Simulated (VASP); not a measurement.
# SiO2 (P4_12_12) in VASP: electric field gradients with PBE

Aim: the electric field gradients of SiO2 with PBE.

Program: VASP 6.6.1. These are calculated values, not measurements. Logs are shortened: lines on timing, memory, paths and dates and some standing lists are left out, and cuts for length are marked.

## Step 1: The cell of the first run

The structure is tetragonal, space group P4_12_12 (No. 92). Conventional cell: a = 4.978 Å, b = 4.978 Å, c = 6.948 Å, α = 90.00°, β = 90.00°, γ = 90.00°. Si (site symmetry 2) has 4 O at 1.60 to 1.61 Å within 2.1 Å. O (site symmetry 1) has 2 Si at 1.60 to 1.61 Å within 2.1 Å.

## Step 2: Electric field gradients, PBE

INCAR reads:

```
PREC     = Accurate       # precision mode
ENCUT    = 520            # plane-wave cutoff, eV
EDIFF    = 1E-8           # SCF threshold, eV
ISMEAR   = -1             # smearing method
SIGMA    = 0.02           # smearing width, eV
LREAL    = F              # projectors in reciprocal space
LASPH    = T              # aspherical terms in the spheres
NELM     = 80             # most SCF steps
ALGO     = Normal         # electronic algorithm
ISIF     = 2              # what is computed and relaxed
LWAVE    = F              # write WAVECAR
LCHARG   = F              # write CHGCAR
GGA      = PE             # functional
LEFG     = T            
NBANDS   = 44             # bands
```

KPOINTS reads:

```
Automatic mesh
0
Gamma
  6 6 5
```

POSCAR reads:

```
SiO2
1.0
    4.9780000000      0.0000000000      0.0000000000
    0.0000000000      4.9780000000      0.0000000000
    0.0000000000      0.0000000000      6.9480000000
Si O
4 8
Direct
    0.3000400000      0.3000400000      0.0000000000
    0.1999600000      0.8000400000      0.2500000000
    0.6999600000      0.6999600000      0.5000000000
    0.8000400000      0.1999600000      0.7500000000
    0.2397600000      0.1032400000      0.1784400000
    0.3967600000      0.7397600000      0.4284400000
    0.7602400000      0.8967600000      0.6784400000
    0.6032400000      0.2602400000      0.9284400000
    0.7397600000      0.3967600000      0.5715600000
    0.8967600000      0.7602400000      0.3215600000
    0.2602400000      0.6032400000      0.0715600000
    0.1032400000      0.2397600000      0.8215600000
```

Potentials or basis: VASP PAW PBE potentials, release 64 (Si, O).

Launch:

```bash
> cat potpaw_PBE.64/Si/POTCAR potpaw_PBE.64/O/POTCAR > POTCAR
> mpirun -np 1 vasp_std > vasp.out
```

OUTCAR:

```text
PREC = Accurate
   ENCUT = 520
   EDIFF = 1E-8
   ISMEAR = -1
   LREAL = F
   LASPH = T
   NELM = 80
   ISIF = 2
   GGA = PE

 ion  position               nearest neighbor table
   1  0.300  0.300  0.000-   8 1.60  11 1.60   5 1.61  12 1.61   2 3.08   4 3.08   2 3.08   4 3.08

   2  0.200  0.800  0.250-   5 1.60  10 1.60   6 1.61  11 1.61   1 3.08   3 3.08   1 3.08   3 3.08

   3  0.700  0.700  0.500-   6 1.60   9 1.60   7 1.61  10 1.61   2 3.08   4 3.08   4 3.08   2 3.08

   4  0.800  0.200  0.750-   7 1.60  12 1.60   9 1.61   8 1.61   1 3.08   3 3.08   3 3.08   1 3.08

   5  0.240  0.103  0.178-   2 1.60   1 1.61
   6  0.397  0.740  0.428-   3 1.60   2 1.61
   7  0.760  0.897  0.678-   4 1.60   3 1.61
   8  0.603  0.260  0.928-   1 1.60   4 1.61
   9  0.740  0.397  0.572-   3 1.60   4 1.61
  10  0.897  0.760  0.322-   2 1.60   3 1.61
  11  0.260  0.603  0.072-   1 1.60   2 1.61
  12  0.103  0.240  0.822-   4 1.60   1 1.61

  LATTYP: Found a simple tetragonal cell.
 ALAT       =     4.9780000000
 C/A-ratio  =     1.3957412616

  Lattice vectors:

 A1 = (   4.9780000000,   0.0000000000,   0.0000000000)
 A2 = (   0.0000000000,   4.9780000000,   0.0000000000)
 A3 = (   0.0000000000,   0.0000000000,   6.9480000000)

Analysis of symmetry for initial positions (statically):
=====================================================================
 Subroutine PRICEL returns:
 Original cell was already a primitive cell.

 Routine SETGRP: Setting up the symmetry group for a
 simple tetragonal supercell.

 Subroutine GETGRP returns: Found  8 space group operations
 (whereof  2 operations were pure point group operations)
 out of a pool of 16 trial point group operations.

The static configuration has the point symmetry C_2 .
 The point group associated with its full space group is D_4 .

Analysis of symmetry for dynamics (positions and initial velocities):
=====================================================================
 Subroutine PRICEL returns:
 Original cell was already a primitive cell.

 Routine SETGRP: Setting up the symmetry group for a
 simple tetragonal supercell.

[... 1320 lines left out ...]
 VOLUME and BASIS-vectors are now :
 -----------------------------------------------------------------------------
  energy-cutoff  :      520.00
  volume of cell :      172.17
      direct lattice vectors                 reciprocal lattice vectors
     4.978000000  0.000000000  0.000000000     0.200883889  0.000000000  0.000000000
     0.000000000  4.978000000  0.000000000     0.000000000  0.200883889  0.000000000
     0.000000000  0.000000000  6.948000000     0.000000000  0.000000000  0.143926310

 POSITION                                       TOTAL-FORCE (eV/Angst)
 -----------------------------------------------------------------------------------
      1.49360      1.49360      0.00000        -0.137022     -0.137022     -0.000000
      0.99540      3.98260      1.73700         0.137022     -0.137022     -0.000000
      3.48440      3.48440      3.47400         0.137022      0.137022     -0.000000
      3.98260      0.99540      5.21100        -0.137022      0.137022     -0.000000
      1.19353      0.51393      1.23980        -0.033922      0.362808      0.241111
      1.97507      3.68253      2.97680        -0.362808     -0.033922      0.241111
      3.78447      4.46407      4.71380         0.033922     -0.362808      0.241111
      3.00293      1.29547      6.45080         0.362808      0.033922      0.241111
      3.68253      1.97507      3.97120        -0.033922     -0.362808     -0.241111
      4.46407      3.78447      2.23420        -0.362808      0.033922     -0.241111
      1.29547      3.00293      0.49720         0.033922      0.362808     -0.241111
      0.51393      1.19353      5.70820         0.362808     -0.033922     -0.241111
 -----------------------------------------------------------------------------------
    total drift:                                0.000000     -0.000000      0.000000

  FREE ENERGIE OF THE ION-ELECTRON SYSTEM (eV)
  ---------------------------------------------------
  free  energy   TOTEN  =       -94.7774829967 eV

  energy  without entropy=      -94.7774829967  energy(sigma->0) =      -94.77748300

 Electric field gradients (V/A^2)
---------------------------------------------------------------------
 ion       V_xx      V_yy      V_zz      V_xy      V_xz      V_yz
---------------------------------------------------------------------
   1      -0.694    -0.694     1.388     1.225     3.559    -3.559
   2      -0.694    -0.694     1.388    -1.225     3.559     3.559
   3      -0.694    -0.694     1.388     1.225    -3.559     3.559
   4      -0.694    -0.694     1.388    -1.225    -3.559    -3.559
   5     -46.198    42.927     3.271    17.864   -13.007   -56.915
   6      42.927   -46.198     3.271   -17.864    56.915   -13.007
   7     -46.198    42.927     3.271    17.864    13.007    56.915
   8      42.927   -46.198     3.271   -17.864   -56.915    13.007
   9     -46.198    42.927     3.271   -17.864    13.007   -56.915
  10      42.927   -46.198     3.271    17.864   -56.915   -13.007
  11     -46.198    42.927     3.271   -17.864   -13.007    56.915
  12      42.927   -46.198     3.271    17.864    56.915    13.007
---------------------------------------------------------------------

 Electric field gradients after diagonalization (V/A^2)
 (convention: |V_zz| > |V_xx| > |V_yy|)
----------------------------------------------------------------------
 ion       V_xx      V_yy      V_zz     asymmetry (V_yy - V_xx)/ V_zz
----------------------------------------------------------------------
   1       5.033     0.531    -5.563       0.809
   2       5.033     0.531    -5.563       0.809
   3       5.033     0.531    -5.563       0.809
   4       5.033     0.531    -5.563       0.809
   5     -49.868   -37.166    87.034       0.146
   6     -49.868   -37.166    87.034       0.146
   7     -49.868   -37.166    87.034       0.146
   8     -49.868   -37.166    87.034       0.146
   9     -49.868   -37.166    87.034       0.146
  10     -49.868   -37.166    87.034       0.146
  11     -49.868   -37.166    87.034       0.146
  12     -49.868   -37.166    87.034       0.146
----------------------------------------------------------------------

           NMR quadrupolar parameters

 Cq : quadrupolar parameter    Cq=e*Q*V_zz/h
 eta: asymmetry parameters     (V_yy - V_xx)/ V_zz
 Q  : nuclear electric quadrupole moment in mb (millibarn)
----------------------------------------------------------------------
 ion       Cq(MHz)       eta       Q (mb)
----------------------------------------------------------------------
   1      -0.013       0.809       1.000
   2      -0.013       0.809       1.000
   3      -0.013       0.809       1.000
   4      -0.013       0.809       1.000
   5       0.210       0.146       1.000
   6       0.210       0.146       1.000
   7       0.210       0.146       1.000
   8       0.210       0.146       1.000
   9       0.210       0.146       1.000
  10       0.210       0.146       1.000
  11       0.210       0.146       1.000
  12       0.210       0.146       1.000
----------------------------------------------------------------------
```

stdout:

```text
POSCAR found type information on POSCAR SiO
 POSCAR found :  2 types and      12 ions
 scaLAPACK will be used
 LDA part: xc-table for (Slater+PW92), standard interpolation
 POSCAR, INCAR and KPOINTS ok, starting setup
 FFT: planning ... GRIDC
 FFT: planning ... GRID_SOFT
 FFT: planning ... GRID
 WAVECAR not read
 entering main loop
ion   1

ion   2

ion   3

ion   4

ion   5
     0.0000293    -3.8713085    12.2356822    -0.7358364     2.7068437     9.3679365
     0.0000403    -3.8713085    12.2356821    -0.7358363     2.7068437     9.3679364
     0.0000555    -3.8713084    12.2356819    -0.7358363     2.7068437     9.3679363
     0.0000765    -3.8713083    12.2356815    -0.7358363     2.7068436     9.3679360
[... 72 lines left out ...]
ion  12
     0.0000293    -3.8713085    -2.7068437    -0.7358364   -12.2356822    -9.3679365
     0.0000403    -3.8713085    -2.7068437    -0.7358363   -12.2356821    -9.3679364
     0.0000555    -3.8713084    -2.7068437    -0.7358363   -12.2356819    -9.3679363
     0.0000765    -3.8713083    -2.7068436    -0.7358363   -12.2356815    -9.3679360

     0.0000293   -14.3251994   -10.2501942    -2.3782094   -45.4699196   -35.1709193
     0.0000403   -14.3251968   -10.2501923    -2.3782090   -45.4699112   -35.1709127
     0.0000555   -14.3251922   -10.2501890    -2.3782083   -45.4698968   -35.1709016
     0.0000765   -14.3251846   -10.2501835    -2.3782071   -45.4698726   -35.1708828
```

Run time: 6.6 min. Hardware: 1 thread of Intel Xeon 8259CL, shared host; peak memory 0.35 GiB.

What came out:

- Free energy: -94.7775 eV
- Pressure: 7.0 GPa
- Largest force: 0.437 eV/Å
- Band gap on the k mesh: 5.78 eV
- Largest electric field gradient by atom: Si -5.6; O +87.0 V/Å²

Forces in eV/Å, atoms in the order of the input:
```
Si  -0.137 -0.137  0.000
Si   0.137 -0.137  0.000
Si   0.137  0.137  0.000
Si  -0.137  0.137  0.000
O   -0.034  0.363  0.241
O   -0.363 -0.034  0.241
O    0.034 -0.363  0.241
O    0.363  0.034  0.241
O   -0.034 -0.363 -0.241
O   -0.363  0.034 -0.241
O    0.034  0.363 -0.241
O    0.363 -0.034 -0.241
```

Levels at points of the mesh, in eV from the valence-band top:
```csv
k point,band 29,band 30,band 31,band 32,band 33,band 34,band 35,band 36
"(0.00, 0.00, 0.00)",-0.68,-0.27,-0.27,0.00,5.78,8.86,8.86,9.31
"(0.50, 0.00, 0.00)",-0.66,-0.66,-0.47,-0.47,7.82,7.82,9.31,9.31
"(0.50, 0.50, 0.00)",-0.61,-0.61,-0.56,-0.56,8.77,8.77,8.92,8.92
```

Electric field gradients, principal values (V/Å²):
| atom | least | middle | greatest (by size) |
| --- | --- | --- | --- |
| 1 Si | 0.531 | 5.033 | -5.563 |
| 2 Si | 0.531 | 5.033 | -5.563 |
| 3 Si | 0.531 | 5.033 | -5.563 |
| 4 Si | 0.531 | 5.033 | -5.563 |
| 5 O | -37.166 | -49.868 | 87.034 |
| 6 O | -37.166 | -49.868 | 87.034 |
| 7 O | -37.166 | -49.868 | 87.034 |
| 8 O | -37.166 | -49.868 | 87.034 |
| 9 O | -37.166 | -49.868 | 87.034 |
| 10 O | -37.166 | -49.868 | 87.034 |
| 11 O | -37.166 | -49.868 | 87.034 |
| 12 O | -37.166 | -49.868 | 87.034 |

Caveat: the cell stands under pressure; without QUAD_EFG the Cq values of the log hold for a quadrupole moment of 1 mb, not for the nuclei; an odd mesh through Γ misses points on the zone boundary, where band edges can lie.
